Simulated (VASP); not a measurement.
**SiO2: relaxation of cell and atoms with PBE**

SiO2:

```
Si O
1.0
     0.00000    3.72972    3.72972
     3.72972    0.00000    3.72972
     3.72972    3.72972    0.00000
Si O
2 4
Direct
  0.25000 0.25000 0.25000
  0.00000 0.00000 0.00000
  0.62500 0.12500 0.12500
  0.12500 0.12500 0.12500
  0.12500 0.12500 0.62500
  0.12500 0.62500 0.12500
```

* Program: VASP 6.6.1
* Task: relaxation of cell and atoms
* Functional: PBE
* Potentials or basis: VASP PAW PBE potentials, release 64 (Si, O)
* Cutoff: 600 eV
* k mesh: 6 × 6 × 6
* Occupations: gaussian, width 0.02 eV
* Spin: no spin polarisation
* Dipole correction: no
* Further INCAR settings: ALGO = Normal; EDIFF = 1e-06; IBRION = 2; EDIFFG = -0.01; NSW = 100; ISIF = 3

```
Relaxed volume                         : 17.28 Å³/atom
Relaxed cell                           : a = 5.273 Å, b = 5.273 Å, c = 5.273 Å, α = 60.00°, β = 60.00°, γ = 60.00°
Space group after relaxing (to 0.05 Å) : Fd-3m (No. 227)
Energy gained by relaxing              : 0.0 meV/atom
Ionic steps                            : 3
Pressure after relaxing                : 0.0 GPa
Band gap on the k mesh                 : 5.38 eV, indirect (least direct gap 5.38 eV)
```

Final structure:
```
CELL_PARAMETERS angstrom
0.00000 3.72890 3.72890
3.72890 0.00000 3.72890
3.72890 3.72890 0.00000
ATOMIC_POSITIONS crystal
Si 0.25000 0.25000 0.25000
Si 0.00000 0.00000 0.00000
O 0.62500 0.12500 0.12500
O 0.12500 0.12500 0.12500
O 0.12500 0.12500 0.62500
O 0.12500 0.62500 0.12500
```

Levels at points of the mesh, in eV from the valence-band top:
```tsv
k point	band 13	band 14	band 15	band 16	band 17	band 18	band 19	band 20
(0.00, 0.00, 0.00)	-2.02	-0.01	-0.01	-0.01	5.38	8.55	8.62	8.62
(0.50, 0.00, 0.00)	-1.94	-0.97	-0.97	0.00	7.47	8.08	8.53	10.19
(0.50, 0.50, 0.00)	-1.39	-1.39	-0.65	-0.65	8.24	8.24	10.31	10.31
```

It took 120 s on 1 thread of AMD EPYC 7R43 64-Core Processor (Zen 3) (shared host), peak memory 0.23 GiB.

A k mesh can miss the band edges.
